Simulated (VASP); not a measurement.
# Ta (C2/c) in VASP: notebook

The runs below take Ta through single point, with LDA.

Everything below comes from runs of VASP 6.6.1. Logs are shortened: lines on timing, memory, paths and dates and some standing lists are left out, and cuts for length are marked.

### 1 The cell of the first run

The typed cell holds 2 atoms: a = 5.195 Å, b = 5.195 Å, c = 3.007 Å, α = 97.55°, β = 97.55°, γ = 147.92°.

### 2 Single point, LDA (18.97 Å³/atom)

Contents of INCAR:

```
ALGO = Normal
EDIFF = 1E-6
ENCUT = 520
GGA = CA
ISIF = 2
ISMEAR = -1
LASPH = T
LCHARG = F
LREAL = F
LWAVE = F
NBANDS = 18
NELM = 60
PREC = Accurate
SIGMA = 0.1
```

Contents of KPOINTS:

```
k-points
0
Gamma
  15 15 14
```

Contents of POSCAR:

```
Ta
1.0
   -3.5298282310      3.5316798675      1.4355008289
    3.5316798675     -3.5298282310      1.4355008289
    1.8699873717      1.8699873717     -1.4321095531
Ta
2
Direct
    0.9999894505      0.0000105495      1.0000000000
    0.7500105495      0.2499894505      0.5000000000
```

Potentials or basis: VASP PAW LDA potentials, release 64 (Ta_pv).

Command:

```sh
$ cat potpaw_LDA.64/Ta_pv/POTCAR > POTCAR
$ mpirun -np 1 vasp_std > vasp.out
```

OUTCAR:

```text
EDIFF = 1E-6
   ENCUT = 520
   GGA = CA
   ISIF = 2
   ISMEAR = -1
   LASPH = T
   LREAL = F
   NELM = 60
   PREC = Accurate

 ion  position               nearest neighbor table
   1  1.000  0.000  0.000-   2 2.91   2 2.91   2 2.92   2 2.92   2 3.55   2 3.55   2 3.55   2 3.55

   2  0.750  0.250  0.500-   1 2.91   1 2.91   1 2.92   1 2.92   1 3.55   1 3.55   1 3.55   1 3.55

  LATTYP: Found a base centered monoclinic cell.
 ALAT       =     2.8710028520
 B/A-ratio  =     3.4783944978
 C/A-ratio  =     1.0475194568
 COS(beta)  =    -0.4753880362

  Lattice vectors:

 A1 = (  -3.5298282310,   3.5316798675,   1.4355008289)
 A2 = (   3.5316798675,  -3.5298282310,   1.4355008289)
 A3 = (   1.8699873717,   1.8699873717,  -1.4321095531)

Analysis of symmetry for initial positions (statically):
=====================================================================
 Subroutine PRICEL returns:
 Original cell was already a primitive cell.

 Routine SETGRP: Setting up the symmetry group for a
 base centered monoclinic supercell.

 Subroutine GETGRP returns: Found  4 space group operations
 (whereof  2 operations were pure point group operations)
 out of a pool of  4 trial point group operations.

The static configuration has the point symmetry C_2 .
 The point group associated with its full space group is C_2h.

Analysis of symmetry for dynamics (positions and initial velocities):
=====================================================================
 Subroutine PRICEL returns:
 Original cell was already a primitive cell.

 Routine SETGRP: Setting up the symmetry group for a
 base centered monoclinic supercell.

 Subroutine GETGRP returns: Found  4 space group operations
 (whereof  2 operations were pure point group operations)
 out of a pool of  4 trial point group operations.

The dynamic configuration has the point symmetry C_2 .
 The point group associated with its full space group is C_2h.

 Subroutine INISYM returns: Found  4 space group operations
 (whereof  2 operations are pure point group operations),
 and found     1 'primitive' translations

----------------------------------------------------------------------------------------

                                     Primitive cell

  volume of cell :      37.9301

  direct lattice vectors                    reciprocal lattice vectors
    -3.529828231  3.531679867  1.435500829     0.062502658  0.204115467  0.348138538
     3.531679867 -3.529828231  1.435500829     0.204115467  0.062502658  0.348138538
     1.869987372  1.869987372 -1.432109553     0.267249484  0.267249484 -0.000344722

  length of vectors
     5.195489646  5.195489646  3.007431348     0.408375009  0.408375009  0.377948002

  position of ions in fractional coordinates (direct lattice)
     0.999989451  0.000010549  1.000000000
     0.750010549  0.249989451  0.500000000

  ion indices of the primitive-cell ions
   primitive index   ion index
                 1           1
                 2           2

----------------------------------------------------------------------------------------

 KPOINTS: k-points

Automatic generation of k-mesh.
 Grid dimensions read from file:
 generate k-points for:   15   15   14

 Generating k-lattice:

  Cartesian coordinates                     Fractional coordinates (reciprocal lattice)
     0.004166844  0.013607698  0.023209236     0.066666667  0.000000000  0.000000000
     0.013607698  0.004166844  0.023209236     0.000000000  0.066666667  0.000000000
     0.019089249  0.019089249 -0.000024623    -0.000000000 -0.000000000  0.071428571

  Length of vectors
     0.027225001  0.027225001  0.026996286

  Shift w.r.t. Gamma in fractional coordinates (k-lattice)
     0.000000000  0.000000000  0.000000000

 Subroutine IBZKPT returns following result:
 ===========================================

 Found    848 irreducible k-points:

 Following reciprocal coordinates:
            Coordinates               Weight
  0.000000  0.000000  0.000000      1.000000
  0.066667 -0.000000  0.000000      4.000000
  0.133333 -0.000000  0.000000      4.000000
  0.200000 -0.000000  0.000000      4.000000
  0.266667 -0.000000  0.000000      4.000000
  0.333333 -0.000000  0.000000      4.000000
[... 16 lines left out ...]
  0.133333  0.133333  0.000000      2.000000
  0.200000  0.133333  0.000000      4.000000
 [... further k-points ...]
   k-points           NKPTS =    848   k-points in BZ     NKDIM =    848   number of bands    NBANDS=     18
   number of dos      NEDOS =    301   number of ions     NIONS =      2
   total plane-waves  NPLWV =  38400
   dimension x,y,z NGX =    40 NGY =   40 NGZ =   24
   dimension x,y,z NGXF=    80 NGYF=   80 NGZF=   48
   ions per type =               2
   NGX,Y,Z   is equivalent  to a cutoff of  12.80, 12.80, 13.27 a.u.
   NGXF,Y,Z  is equivalent  to a cutoff of  25.60, 25.60, 26.53 a.u.
 SYSTEM =  unknown system
   PREC   = accura    normal or accurate (medium, high low for compatibility)
   ISTART =      0    job   : 0-new  1-cont  2-samecut
   ICHARG =      2    charge: 1-file 2-atom 10-const
   ISPIN  =      1    spin polarized calculation?
   LNONCOLLINEAR =      F non collinear calculations
   LSORBIT =      F    spin-orbit coupling
   LASPH  =      T    aspherical Exc in radial PAW
   ENCUT  =  520.0 eV  38.22 Ry    6.18 a.u.   9.66  9.66  5.59*2*pi/ulx,y,z
   NELM   =     60;   NELMIN=  2; NELMDL= -5     # of ELM steps
   EDIFF  = 0.1E-05   stopping-criterion for ELM
   LREAL  =      F    real-space projection
   EDIFFG = 0.1E-04   stopping-criterion for IOM
   NSW    =      0    number of steps for IOM
   IBRION =     -1    ionic relax: 0-MD 1-quasi-New 2-CG
   NFREE  =      0    steps in history (QN), initial steepest desc. (CG)
   ISIF   =      2    stress and relaxation
   ISYM   =      2    0-nonsym 1-usesym 2-fastsym
   POTIM  = 0.5000    time-step for ionic-motion
   TEBEG  =    0.0;   TEEND  =   0.0 temperature during run
   PSTRESS=    0.0 pullay stress
   NELECT =      22.0000    total number of electrons
   NUPDOWN=      -1.0000    fix difference up-down
   EMIN   =  10.00;   EMAX   =-10.00  energy-range for DOS
   EFERMI =   0.00;   METHOD = LEGACY
   ISMEAR =    -1;   SIGMA  =   0.10  broadening in eV -4-tet -1-fermi 0-gaus
   EFERMI_NEDOS =   21; number of points for ismear=-14 and -15
   IALGO  =     38    algorithm
   IMIX   =      4    mixing-type and parameters
     AMIX     =   0.40;   BMIX     =  1.00
     AMIX_MAG =   1.60;   BMIX_MAG =  1.00
  volume/ion in A,a.u.               =      18.97       127.98
  Fermi-wavevector in a.u.,A,eV,Ry     =   1.365278  2.580001 25.361037  1.863984
  Thomas-Fermi vector in A             =   2.491520
   LORBIT       =      0    0 simple, 1 ext, 2 COOP (PROOUT), +10 PAW based schemes
   GGA     = CA    functional components
   LHFCALC =     F    Hartree Fock is set to
   AEXX    =    0.0000 exact exchange contribution
   IVDW    =     0    specifies the selected vdW correction
   LEPSILON=     F    determine dielectric tensor
   LRPA    =     F    only Hartree local field effects (RPA)
 non-spin polarized calculation
  energy-cutoff  :      520.00
  volume of cell :       37.93
 maximum number of plane-waves:      1041
   NGX = 19   NGY = 19   NGZ = 11

 number of electron      22.0000000 magnetization

 Free energy of the ion-electron system (eV)
  ---------------------------------------------------
  ext. energy  EPLUGINS =         0.00000000
  ---------------------------------------------------
  free energy    TOTEN  =       -25.27022891 eV

  energy without entropy =      -25.19449684  energy(sigma->0) =      -25.23236287

 E-fermi :   5.1891     XC(G=0): -12.5259

 val. band max:        5.1889151456   @ k =  -0.0667  -0.2000   0.0714
 cond. band min:       5.1902416343   @ k =  -0.2667   0.2667   0.3571
 fundamental gap:      0.0013264887
 Fermi energy:         5.1890926133

 k-point     1 :       0.0000    0.0000    0.0000
  band No.  band energies     occupation
      1     -29.1566      2.00000
      2     -28.2766      2.00000
      3     -28.1301      2.00000
      4     -28.0993      2.00000
      5     -28.0783      2.00000
      6     -28.0730      2.00000
[... 10 lines left out ...]
     17       9.1615      0.00000
     18      10.9501      0.00000

 k-point     2 :       0.0667   -0.0000    0.0000
  band No.  band energies     occupation
      1     -29.1419      2.00000
      2     -28.2919      2.00000
      3     -28.1398      2.00000
      4     -28.1247      2.00000
      5     -28.1104      2.00000
      6     -28.0978      2.00000
[... 10 lines left out ...]
     17       9.5437      0.00000
     18      10.9781      0.00000

 k-point     3 :       0.1333   -0.0000    0.0000
  band No.  band energies     occupation
      1     -29.1000      2.00000
      2     -28.3449      2.00000
      3     -28.2490      2.00000
      4     -28.2111      2.00000
      5     -28.1361      2.00000
      6     -28.1241      2.00000
[... 10 lines left out ...]
     17      10.0832      0.00000
     18      11.2224      0.00000

 k-point     4 :       0.2000   -0.0000    0.0000
  band No.  band energies     occupation
      1     -29.0385      2.00000
      2     -28.4752      2.00000
      3     -28.4101      2.00000
      4     -28.2994      2.00000
      5     -28.1764      2.00000
      6     -28.1380      2.00000
[... 375 lines left out ...]
      4     -28.1071      2.00000
      5     -28.0729      2.00000
      6     -28.0716      2.00000
[... 10 lines left out ...]
     17       9.1972      0.00000
     18      10.9425      0.00000

 k-point    23 :       0.1333    0.1333    0.0000
  band No.  band energies     occupation
      1     -29.0006      2.00000
      2     -28.6226      2.00000
      3     -28.6199      2.00000
      4     -28.3631      2.00000
      5     -28.2078      2.00000
      6     -28.1366      2.00000
[... 10 lines left out ...]
     17      10.1042      0.00000
     18      12.8795      0.00000

 k-point    24 :       0.2000    0.1333    0.0000
  band No.  band energies     occupation
      1     -28.9750      2.00000
      2     -28.7930      2.00000
      3     -28.7541      2.00000
      4     -28.4116      2.00000
      5     -28.2487      2.00000
      6     -28.1549      2.00000
[... 10 lines left out ...]
     17      10.1425      0.00000
     18      13.2856      0.00000

 [... further k-points ...]

------------------------ aborting loop because EDIFF is reached ----------------------------------------

  FORCE on cell =-STRESS in cart. coord.  units (eV):
  Direction    XX          YY          ZZ          XY          YZ          ZX
  --------------------------------------------------------------------------------------
  -------------------------------------------------------------------------------------
  Total       -3.2455771     -3.2455771     -3.0801073     -0.1692458     -0.0137001     -0.0137001
  in kB     -137.0940098   -137.0940098   -130.1045217     -7.1489858     -0.5786960     -0.5786957
  external PRESSURE =    -134.7641804 kB  Pullay stress =       0.0000000 kB

 VOLUME and BASIS-vectors are now :
 -----------------------------------------------------------------------------
  energy-cutoff  :      520.00
  volume of cell :       37.93
      direct lattice vectors                 reciprocal lattice vectors
    -3.529828231  3.531679867  1.435500829     0.062502658  0.204115467  0.348138538
     3.531679867 -3.529828231  1.435500829     0.204115467  0.062502658  0.348138538
     1.869987372  1.869987372 -1.432109553     0.267249484  0.267249484 -0.000344722

 POSITION                                       TOTAL-FORCE (eV/Angst)
 -----------------------------------------------------------------------------------
     -3.52975      3.53161      1.43550        -0.002798      0.002798     -0.000000
     -0.82953      2.70137      0.71945         0.002798     -0.002798      0.000000
 -----------------------------------------------------------------------------------
    total drift:                                0.000000     -0.000000      0.000000

  FREE ENERGIE OF THE ION-ELECTRON SYSTEM (eV)
  ---------------------------------------------------
  free  energy   TOTEN  =       -25.2702289058 eV

  energy  without entropy=      -25.1944968380  energy(sigma->0) =      -25.23236287
```

Run time: 9.4 min. Hardware: 1 thread of Intel Xeon Platinum 8259CL at 2.50GHz (Skylake/Cascade Lake), shared host; peak memory 0.54 GiB.

Results:

* Free energy: -25.2702 eV
* Pressure: -13.5 GPa
* Largest force: 0.004 eV/Å
* Band gap on the k mesh: zero (bands 11 and 12 overlap by 2.46 eV)

Forces in eV/Å, atoms in the order of the input:
```
Ta  -0.003  0.003  0.000
Ta   0.003 -0.003  0.000
```

Levels at points of the mesh, in eV from the Fermi level:
```tsv
k point	band 9	band 10	band 11	band 12	band 13	band 14
(0.00, 0.00, 0.00)	-0.44	-0.06	0.67	1.37	1.63	1.65
(0.00, 0.00, 0.50)	-1.70	-1.70	-0.89	-0.89	3.73	3.73
```

Caveat: the cell stands under tension; spin-orbit coupling is left out, which moves the levels of the heavy elements.

### 3 Single point, LDA (19.67 Å³/atom)

This run uses another cell than the first one, of 19.67 Å³/atom.

Contents of INCAR:

```
SYSTEM = Ta
PREC = Accurate ; ENCUT = 520
EDIFF = 1E-6 ; ISMEAR = -1
SIGMA = 0.1 ; LREAL = .FALSE.
LASPH = .TRUE. ; NELM = 80
ALGO = Normal ; ISIF = 2
LWAVE = .FALSE. ; LCHARG = .FALSE.
GGA = CA ; NBANDS = 18
```

Contents of KPOINTS:

```
regular mesh
0
G
  15 15 14
  0 0 0
```

Contents of POSCAR:

```
Ta
1.0
   -3.5728791596      3.5747533793      1.4530086620
    3.5747533793     -3.5728791596      1.4530086620
    1.8927943435      1.8927943435     -1.4495760252
Ta
2
Direct
    0.9999894505      0.0000105495      1.0000000000
    0.7500105495      0.2499894505      0.5000000000
```

Potentials or basis: VASP PAW LDA potentials, release 64 (Ta_pv).

Command:

```sh
$ cat potpaw_LDA.64/Ta_pv/POTCAR > POTCAR
$ mpirun -np 1 vasp_std > vasp.out
```

It took 7.9 min on 1 thread of Intel Xeon Platinum 8259CL at 2.50GHz (Skylake/Cascade Lake), shared host; peak memory 0.56 GiB.

Results (log left out):

| Item | Value |
| --- | --- |
| Free energy | -25.1285 eV |
| Pressure | -18.8 GPa |
| Band gap on the k mesh | zero (bands 11 and 12 overlap by 2.31 eV) |

Forces on the atoms (eV/Å):
```
Ta  -0.002  0.002  0.000
Ta   0.002 -0.002  0.000
```

Stress tensor (GPa, compression positive):
```
-19.14  -0.90  -0.05
 -0.90 -19.14  -0.05
 -0.05  -0.05 -18.07
```

Levels at points of the mesh, in eV from the Fermi level:
```tsv
k point	band 9	band 10	band 11	band 12	band 13	band 14
(0.00, 0.00, 0.00)	-0.40	-0.03	0.57	1.34	1.59	1.61
(0.00, 0.00, 0.50)	-1.61	-1.61	-0.89	-0.89	3.59	3.59
```

Caveat: the cell stands under tension; spin-orbit coupling is left out, which moves the levels of the heavy elements.
